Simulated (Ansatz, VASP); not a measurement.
**Two plane-wave programs on N**

The input INCAR:

```
PREC     = Accurate       # precision mode
ENCUT    = 520            # plane-wave cutoff, eV
EDIFF    = 1E-6           # SCF threshold, eV
ISMEAR   = -1             # smearing method
SIGMA    = 0.02           # smearing width, eV
LREAL    = F              # projectors in reciprocal space
LASPH    = T              # aspherical terms in the spheres
NELM     = 80             # most SCF steps
ALGO     = Normal         # electronic algorithm
ISIF     = 2              # what is computed and relaxed
LWAVE    = F              # write WAVECAR
LCHARG   = F              # write CHGCAR
GGA      = PE             # functional
NBANDS   = 18             # bands
```

KPOINTS

```
Automatic mesh
0
Gamma
  6 6 6
```

POSCAR

```
N
1.0
    3.9609740433      0.0000000000      0.0000000000
    0.0000000000      3.9609740433      0.0000000000
    0.0000000000      0.0000000000      5.1331803146
N
4
Direct
    0.9024068167      0.9024068167      0.0000000000
    0.5975931833      0.4024068167      0.5000000000
    0.0975931833      0.0975931833      0.0000000000
    0.4024068167      0.5975931833      0.5000000000
```

Input for Ansatz:

```yaml
crystal:
  lattice:
    - [3.9609740433, 0.0, 0.0]
    - [0.0, 3.9609740433, 0.0]
    - [0.0, 0.0, 5.1331803146]
  atoms:
    - { symbol: "N", position: [0.9024068167, 0.9024068167, 0.0] }
    - { symbol: "N", position: [0.5975931833, 0.4024068167, 0.5] }
    - { symbol: "N", position: [0.0975931833, 0.0975931833, 0.0] }
    - { symbol: "N", position: [0.4024068167, 0.5975931833, 0.5] }
kpoints:
  mp_grid: { grid: [6, 6, 6] }
  band_path:
    path:
      - [[0.0, 0.0, 0.0], [5.971004363975e-52, 0.5, -8.968464669865e-34], [0.5, 0.5, -1.702956586695e-33], [0.0, 0.0, 0.0], [-1.053562714946e-50, 4.725061303951e-51, 0.5], [-1.053562714946e-50, 0.5, 0.5], [0.5, 0.5, 0.5], [-1.053562714946e-50, 4.725061303951e-51, 0.5]]
      - [[5.971004363975e-52, 0.5, -8.968464669865e-34], [-1.053562714946e-50, 0.5, 0.5]]
      - [[0.5, 0.5, -1.702956586695e-33], [0.5, 0.5, 0.5]]
    npoints: 10
hamiltonian:
  xc: pbe
scf:
  occupations: { method: fermi_dirac, width: 0.02 }
  n_extra_bands: 5
output:
  forces: true
  stress: true
  eigenvalues: true
```

Alike in both runs: task single point; functional PBE; k mesh 6 × 6 × 6; occupations fermi-dirac, width 0.02 eV; no spin polarisation.

|  | VASP | Ansatz |
| --- | --- | --- |
| version | VASP 6.6.1 | Ansatz 0.2.0 |
| potentials or method | VASP PAW PBE potentials, release 64 (N) | plane waves, PAW |
| plane-wave cutoff (eV) | 520 | 420 |
| valence electrons in the cell | 20 | 20 |

VASP gave:

- gap on the k mesh at the Fermi level (eV): 6.80
- pressure (GPa): 5.3
- traceless stress, the component that is largest in VASP (GPa): -4.44
- rms of the force components (eV/Å): 1.793

**Question.** What did Ansatz give for the same quantities?

**Answer.** gap on the k mesh at the Fermi level (eV): 6.85; pressure (GPa): 2.7; traceless stress, the component that is largest in VASP (GPa): -1.64; rms of the force components (eV/Å): 0.665.

Atom by atom the forces differ by 1.128 eV/Å (rms over components). The functional is the same, so the differences come from potentials, cutoffs and numerics.

Noted on VASP's run: the standard files for N, O and F lose accuracy on very short bonds.
